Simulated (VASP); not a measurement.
Runs of VASP 6.6.1 on Pd. The structure is that of space group Fd-3m (No. 227), or close to it. The cells are those of the table. 

| task | cell | k mesh | gap on the mesh (eV) | pressure (GPa) | relaxed volume (Å³/atom) |
| --- | --- | --- | --- | --- | --- |
| relaxation of cell and atoms | relaxed from a = 3.970 Å, angles 60.0°, 2 atoms | 5 × 5 × 5 | none | 0.0 | 22.32 |
| single point | a = 3.998 Å, angles 60.0°, 2 atoms | 5 × 5 × 5 | none | (b) | - |
| single point | a = 3.970 Å, angles 60.0°, 2 atoms | 6 × 6 × 6 | none | -0.2 | - |
| single point | a = 3.984 Å, angles 60.0°, 2 atoms | 5 × 5 × 5 | none | -0.1 | - |
| single point | a = 3.971 Å, angles 60.0°, 2 atoms | 5 × 5 × 5 | none | (a) | - |
| relaxation of cell and atoms | relaxed from a = 3.783 Å, angles 60.0°, 2 atoms | 6 × 6 × 6 | none | -0.1 | 22.10 |

Alike in all rows: level LDA; potentials or basis VASP PAW LDA potentials, release 64 (Pd); no spin polarisation; cutoff (eV) 500; smearing fermi-dirac 0.1 eV.

Estimate the missing entries.

(a) 0.8; (b) -1.0.

Caveats: some runs use coarse meshes; the volume moved by over 15 % at a fixed basis, so the end points are rough (some runs).

A k mesh can miss the band edges, and the runs leave out spin-orbit coupling on Pd.

A gap of «none» marks levels without a gap at the run's occupations.
